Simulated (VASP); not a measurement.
Set up this calculation in VASP 6.6.1, as the native input.

- Task: relaxation of cell and atoms
- Functional: PBE
- Potentials or basis: VASP PAW PBE potentials, release 64 (Mg, Cd, O)
- Cutoff: 600 eV
- k mesh: 12 × 12 × 4
- Occupations: gaussian, width 0.02 eV
- Spin: no spin polarisation
- Dipole correction: no
- Further INCAR settings: ALGO = Normal; EDIFF = 1e-06; IBRION = 2; EDIFFG = -0.01; NSW = 100; ISIF = 3

The structure of MgCd2O3 lies in POSCAR:

```
MgCd2O3
1.0
    3.2369686677      0.0000000000      0.0000000000
   -1.6184843338      2.8032970975      0.0000000000
    0.0000000000      0.0000000000      8.0904964247
Mg Cd O
1 2 3
Direct
    0.0000000000      0.0000000000      0.0000000000
    0.6666666667      0.3333333333      0.3231071230
    0.3333333333      0.6666666667      0.6768928770
    0.6666666667      0.3333333333      0.8581769396
    0.3333333333      0.6666666667      0.1418230604
    0.0000000000      0.0000000000      0.5000000000
```

These files were run (other wordings do the same):

INCAR

```
ALGO     = Normal         # electronic algorithm
EDIFF    = 1E-6           # SCF threshold, eV
EDIFFG   = -0.01          # ionic threshold
ENCUT    = 600            # plane-wave cutoff, eV
GGA      = PE             # functional
IBRION   = 2              # ionic algorithm
ISIF     = 3              # what is computed and relaxed
ISMEAR   = 0              # smearing method
LASPH    = T              # aspherical terms in the spheres
LCHARG   = F              # write CHGCAR
LREAL    = F              # projectors in reciprocal space
LWAVE    = F              # write WAVECAR
NELM     = 100            # most SCF steps
NSW      = 100            # ionic steps
PREC     = Accurate       # precision mode
SIGMA    = 0.02           # smearing width, eV
```

KPOINTS

```
k-points
0
Gamma
  12 12 4
```

Potentials or basis: VASP PAW PBE potentials, release 64 (Mg, Cd, O).

Launch:

```sh
$ cat potpaw_PBE.64/Mg/POTCAR potpaw_PBE.64/Cd/POTCAR potpaw_PBE.64/O/POTCAR > POTCAR
$ mpirun -np 1 vasp_std > vasp.out
```

It gave:

```
Relaxed volume                        : 12.29 Å³/atom
Relaxed cell                          : a = 3.241 Å, b = 3.241 Å, c = 8.107 Å, α = 90.00°, β = 90.00°, γ = 120.00°
Space group after relaxing (to 0.1 Å) : P-3m1 (No. 164)
Energy gained by relaxing             : 0.4 meV/atom
Ionic steps                           : 6
Pressure after relaxing               : 0.0 GPa
Band gap on the k mesh                : 0.57 eV
```

Run time: 3.8 min on 1 thread of Intel(R) Xeon(R) 6975P-C (Granite Rapids), with other jobs on the host, peak memory 0.34 GiB.
